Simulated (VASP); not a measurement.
# KI (Cmcm) in VASP: notebook

The runs below take KI through single point, with PBE.

Everything below comes from runs of VASP 6.6.1. Logs are shortened: lines on timing, memory, paths and dates and some standing lists are left out, and cuts for length are marked.

### 1 The cell of the first run

The typed cell holds 4 atoms: a = 4.919 Å, b = 4.919 Å, c = 8.592 Å, α = 90.00°, β = 90.00°, γ = 119.98°.

### 2 Single point, PBE (volume changed by -3%)

File INCAR:

```
PREC = Accurate
ENCUT = 520
EDIFF = 1E-7
ISMEAR = 0
SIGMA = 0.01
LREAL = False
LASPH = True
NELM = 100
ALGO = Normal
ISIF = 2
LWAVE = False
LCHARG = False
GGA = PE
NBANDS = 24
```

File KPOINTS:

```
regular mesh
0
Gamma
  6 6 4
```

File POSCAR:

```
KI
1.0
    2.4605361434     -4.2598927714      0.0000000000
    2.4605361434      4.2598927714      0.0000000000
    0.0000000000      0.0000000000      8.5916379984
K I
2 2
Direct
    0.5000000000      0.5000000000      0.5000000000
    0.5000000000      0.5000000000      0.0000000000
    0.8332197538      0.1667802462      0.2500000000
    0.1667802462      0.8332197538      0.7500000000
```

Potentials or basis: VASP PAW PBE potentials, release 64 (K_sv, I).

On the command line:

```console
cat potpaw_PBE.64/K_sv/POTCAR potpaw_PBE.64/I/POTCAR > POTCAR
mpirun -np 1 vasp_std > vasp.out
```

OUTCAR:

```text
PREC = Accurate
   ENCUT = 520
   EDIFF = 1E-7
   ISMEAR = 0
   LREAL = False
   LASPH = True
   NELM = 100
   ISIF = 2
   GGA = PE

 ion  position               nearest neighbor table
   1  0.500  0.500  0.500-   3 3.56   4 3.56   4 3.56   3 3.56   4 3.56   3 3.56
   2  0.500  0.500  0.000-   3 3.56   4 3.56   4 3.56   3 3.56   4 3.56   3 3.56
   3  0.833  0.167  0.250-   1 3.56   2 3.56   1 3.56   2 3.56   1 3.56   2 3.56
   4  0.167  0.833  0.750-   1 3.56   2 3.56   1 3.56   2 3.56   1 3.56   2 3.56

  LATTYP: Found a base centered orthorhombic cell.
 ALAT       =     4.9210722868
 B/A-ratio  =     1.7312864039
 C/A-ratio  =     1.7458873794

  Lattice vectors:

 A1 = (   2.4605361434,  -4.2598927714,   0.0000000000)
 A2 = (   2.4605361434,   4.2598927714,   0.0000000000)
 A3 = (   0.0000000000,   0.0000000000,   8.5916379984)

Analysis of symmetry for initial positions (statically):
=====================================================================
 Subroutine PRICEL returns:
 Original cell was already a primitive cell.

 Routine SETGRP: Setting up the symmetry group for a
 base centered orthorhombic supercell.

 Subroutine GETGRP returns: Found  8 space group operations
 (whereof  4 operations were pure point group operations)
 out of a pool of  8 trial point group operations.

The static configuration has the point symmetry C_2h.
 The point group associated with its full space group is D_2h.

Analysis of symmetry for dynamics (positions and initial velocities):
=====================================================================
 Subroutine PRICEL returns:
 Original cell was already a primitive cell.

 Routine SETGRP: Setting up the symmetry group for a
 base centered orthorhombic supercell.

 Subroutine GETGRP returns: Found  8 space group operations
 (whereof  4 operations were pure point group operations)
 out of a pool of  8 trial point group operations.

The dynamic configuration has the point symmetry C_2h.
 The point group associated with its full space group is D_2h.

 Subroutine INISYM returns: Found  8 space group operations
 (whereof  4 operations are pure point group operations),
 and found     1 'primitive' translations

----------------------------------------------------------------------------------------

                                     Primitive cell

  volume of cell :     180.1086

  direct lattice vectors                    reciprocal lattice vectors
     2.460536143 -4.259892771  0.000000000     0.203207745 -0.117373846  0.000000000
     2.460536143  4.259892771  0.000000000     0.203207745  0.117373846  0.000000000
     0.000000000  0.000000000  8.591637998     0.000000000  0.000000000  0.116392241

  length of vectors
     4.919443519  4.919443519  8.591637998     0.234669997  0.234669997  0.116392241

  position of ions in fractional coordinates (direct lattice)
     0.500000000  0.500000000  0.500000000
     0.500000000  0.500000000  0.000000000
     0.833219754  0.166780246  0.250000000
     0.166780246  0.833219754  0.750000000

  ion indices of the primitive-cell ions
   primitive index   ion index
                 1           1
                 2           2
                 3           3
                 4           4

----------------------------------------------------------------------------------------

 KPOINTS: regular mesh

Automatic generation of k-mesh.
 Grid dimensions read from file:
 generate k-points for:    6    6    4

 Generating k-lattice:

  Cartesian coordinates                     Fractional coordinates (reciprocal lattice)
     0.033867957 -0.019562308  0.000000000     0.166666667 -0.000000000  0.000000000
     0.033867957  0.019562308  0.000000000    -0.000000000  0.166666667  0.000000000
     0.000000000  0.000000000  0.029098060     0.000000000  0.000000000  0.250000000

  Length of vectors
     0.039111666  0.039111666  0.029098060

  Shift w.r.t. Gamma in fractional coordinates (k-lattice)
     0.000000000  0.000000000  0.000000000

 Subroutine IBZKPT returns following result:
 ===========================================

 Found     39 irreducible k-points:

 Following reciprocal coordinates:
            Coordinates               Weight
  0.000000  0.000000  0.000000      1.000000
  0.166667 -0.000000  0.000000      4.000000
  0.333333 -0.000000  0.000000      4.000000
  0.500000 -0.000000  0.000000      2.000000
  0.166667  0.166667  0.000000      2.000000
  0.333333  0.166667  0.000000      4.000000
[... 16 lines left out ...]
  0.333333  0.333333  0.250000      4.000000
  0.500000  0.333333  0.250000      8.000000
 [... further k-points ...]
   k-points           NKPTS =     39   k-points in BZ     NKDIM =     39   number of bands    NBANDS=     24
   number of dos      NEDOS =    301   number of ions     NIONS =      4
   total plane-waves  NPLWV = 102400
   dimension x,y,z NGX =    40 NGY =   40 NGZ =   64
   dimension x,y,z NGXF=    80 NGYF=   80 NGZF=  128
   ions per type =               2   2
   NGX,Y,Z   is equivalent  to a cutoff of  13.52, 13.52, 12.38 a.u.
   NGXF,Y,Z  is equivalent  to a cutoff of  27.03, 27.03, 24.77 a.u.
 SYSTEM =  unknown system
   PREC   = accura    normal or accurate (medium, high low for compatibility)
   ISTART =      0    job   : 0-new  1-cont  2-samecut
   ICHARG =      2    charge: 1-file 2-atom 10-const
   ISPIN  =      1    spin polarized calculation?
   LNONCOLLINEAR =      F non collinear calculations
   LSORBIT =      F    spin-orbit coupling
   LASPH  =      T    aspherical Exc in radial PAW
   ENCUT  =  520.0 eV  38.22 Ry    6.18 a.u.   9.15  9.15 15.97*2*pi/ulx,y,z
   NELM   =    100;   NELMIN=  2; NELMDL= -5     # of ELM steps
   EDIFF  = 0.1E-06   stopping-criterion for ELM
   LREAL  =      F    real-space projection
   EDIFFG = 0.1E-05   stopping-criterion for IOM
   NSW    =      0    number of steps for IOM
   IBRION =     -1    ionic relax: 0-MD 1-quasi-New 2-CG
   NFREE  =      0    steps in history (QN), initial steepest desc. (CG)
   ISIF   =      2    stress and relaxation
   ISYM   =      2    0-nonsym 1-usesym 2-fastsym
   POTIM  = 0.5000    time-step for ionic-motion
   TEBEG  =    0.0;   TEEND  =   0.0 temperature during run
   PSTRESS=    0.0 pullay stress
   NELECT =      32.0000    total number of electrons
   NUPDOWN=      -1.0000    fix difference up-down
   EMIN   =  10.00;   EMAX   =-10.00  energy-range for DOS
   EFERMI =   0.00;   METHOD = LEGACY
   ISMEAR =     0;   SIGMA  =   0.01  broadening in eV -4-tet -1-fermi 0-gaus
   EFERMI_NEDOS =   21; number of points for ismear=-14 and -15
   IALGO  =     38    algorithm
   IMIX   =      4    mixing-type and parameters
     AMIX     =   0.40;   BMIX     =  1.00
     AMIX_MAG =   1.60;   BMIX_MAG =  1.00
  volume/ion in A,a.u.               =      45.03       303.86
  Fermi-wavevector in a.u.,A,eV,Ry     =   0.920337  1.739184 11.524400  0.847019
  Thomas-Fermi vector in A             =   2.045631
   LORBIT       =      0    0 simple, 1 ext, 2 COOP (PROOUT), +10 PAW based schemes
   GGA     = PE    functional components
   LHFCALC =     F    Hartree Fock is set to
   AEXX    =    0.0000 exact exchange contribution
   IVDW    =     0    specifies the selected vdW correction
   LEPSILON=     F    determine dielectric tensor
   LRPA    =     F    only Hartree local field effects (RPA)
 non-spin polarized calculation
 Gauss-broadening in eV      SIGMA  =   0.01
  energy-cutoff  :      520.00
  volume of cell :      180.11
 maximum number of plane-waves:      4881
 NGX is ok and might be reduce to    40
   NGX = 19   NGY = 19   NGZ = 31

 number of electron      32.0000001 magnetization

 Free energy of the ion-electron system (eV)
  ---------------------------------------------------
  ext. energy  EPLUGINS =         0.00000000
  ---------------------------------------------------
  free energy    TOTEN  =       -11.04793180 eV

  energy without entropy =      -11.04793180  energy(sigma->0) =      -11.04793180

 E-fermi :  -0.3885     XC(G=0):  -7.0909

 val. band max:       -0.4522378249   @ k =   0.0000   0.0000   0.0000
 cond. band min:       3.3907271650   @ k =   0.0000   0.0000   0.0000
 fundamental gap:      3.8429649899
 Fermi energy:        -0.3884757561

 k-point     1 :       0.0000    0.0000    0.0000
  band No.  band energies     occupation
      1     -29.1168      2.00000
      2     -29.1121      2.00000
      3     -12.7655      2.00000
      4     -12.6028      2.00000
      5     -12.6028      2.00000
      6     -12.5905      2.00000
[... 16 lines left out ...]
     23       6.4391      0.00000
     24       7.1968      0.00000

 k-point     2 :       0.1667   -0.0000    0.0000
  band No.  band energies     occupation
      1     -29.1164      2.00000
      2     -29.1117      2.00000
      3     -12.7451      2.00000
      4     -12.6327      2.00000
      5     -12.6056      2.00000
      6     -12.6007      2.00000
[... 16 lines left out ...]
     23       6.6316      0.00000
     24       6.8681      0.00000

 k-point     3 :       0.3333   -0.0000    0.0000
  band No.  band energies     occupation
      1     -29.1156      2.00000
      2     -29.1110      2.00000
      3     -12.7154      2.00000
      4     -12.6747      2.00000
      5     -12.6209      2.00000
      6     -12.6112      2.00000
[... 16 lines left out ...]
     23       7.1345      0.00000
     24       7.6028      0.00000
[... 514 lines left out ...]
 k-point    23 :       0.3333    0.3333    0.2500
  band No.  band energies     occupation
      1     -29.1143      2.00000
      2     -29.1111      2.00000
      3     -12.6689      2.00000
      4     -12.6687      2.00000
      5     -12.6546      2.00000
      6     -12.6221      2.00000
[... 16 lines left out ...]
     23       7.5919      0.00000
     24       7.7354      0.00000

 k-point    24 :       0.5000    0.3333    0.2500
  band No.  band energies     occupation
      1     -29.1145      2.00000
      2     -29.1113      2.00000
      3     -12.6952      2.00000
      4     -12.6628      2.00000
      5     -12.6381      2.00000
      6     -12.6218      2.00000
[... 16 lines left out ...]
     23       7.2716      0.00000
     24       7.7056      0.00000

 [... further k-points ...]

------------------------ aborting loop because EDIFF is reached ----------------------------------------

  FORCE on cell =-STRESS in cart. coord.  units (eV):
  Direction    XX          YY          ZZ          XY          YZ          ZX
  --------------------------------------------------------------------------------------
  -------------------------------------------------------------------------------------
  Total        0.3947053      0.4050884      0.4495227      0.0000000      0.0000000      0.0000000
  in kB        3.5111480      3.6035122      3.9987829      0.0000000      0.0000000      0.0000000
  external PRESSURE =       3.7044810 kB  Pullay stress =       0.0000000 kB

 VOLUME and BASIS-vectors are now :
 -----------------------------------------------------------------------------
  energy-cutoff  :      520.00
  volume of cell :      180.11
      direct lattice vectors                 reciprocal lattice vectors
     2.460536143 -4.259892771  0.000000000     0.203207745 -0.117373846  0.000000000
     2.460536143  4.259892771  0.000000000     0.203207745  0.117373846  0.000000000
     0.000000000  0.000000000  8.591637998     0.000000000  0.000000000  0.116392241

 POSITION                                       TOTAL-FORCE (eV/Angst)
 -----------------------------------------------------------------------------------
      2.46054      0.00000      4.29582         0.000000      0.000000      0.000000
      2.46054      0.00000      0.00000        -0.000000      0.000000      0.000000
      2.46054     -2.83896      2.14791        -0.000000     -0.001536      0.000000
      2.46054      2.83896      6.44373        -0.000000      0.001536      0.000000
 -----------------------------------------------------------------------------------
    total drift:                               -0.000000      0.000000      0.000000

  FREE ENERGIE OF THE ION-ELECTRON SYSTEM (eV)
  ---------------------------------------------------
  free  energy   TOTEN  =       -11.0479317999 eV

  energy  without entropy=      -11.0479317999  energy(sigma->0) =      -11.04793180
```

Wall time 3.2 min (1 thread of Oxide Virtual Turin-like, shared host); peak memory 0.34 GiB.

What came out:

```yaml
Free_energy: -11.0479 eV
Pressure: 0.4 GPa
Band_gap_on_the_k_mesh: 3.84 eV, direct
```

Levels at points of the mesh, in eV from the valence-band top:
```
           k point  band 13  band 14  band 15  band 16  band 17  band 18  band 19  band 20
(0.00, 0.00, 0.00)    -0.27    -0.18     0.00     0.00     3.84     5.53     5.70     6.70
(0.50, 0.00, 0.00)    -0.65    -0.58    -0.35    -0.34     5.09     5.77     5.80     6.95
(0.50, 0.50, 0.00)    -0.65    -0.58    -0.35    -0.34     5.09     5.77     5.80     6.95
(0.00, 0.00, 0.50)    -0.14    -0.14    -0.14    -0.14     4.93     4.93     6.34     6.34
(0.50, 0.00, 0.50)    -0.50    -0.50    -0.34    -0.34     5.60     5.60     5.68     5.68
(0.50, 0.50, 0.50)    -0.50    -0.50    -0.35    -0.35     5.60     5.60     5.68     5.68
```

Caveat: spin-orbit coupling is left out, which moves the levels of the heavy elements. A k mesh can miss the band edges.

[end of part 1 of 2]
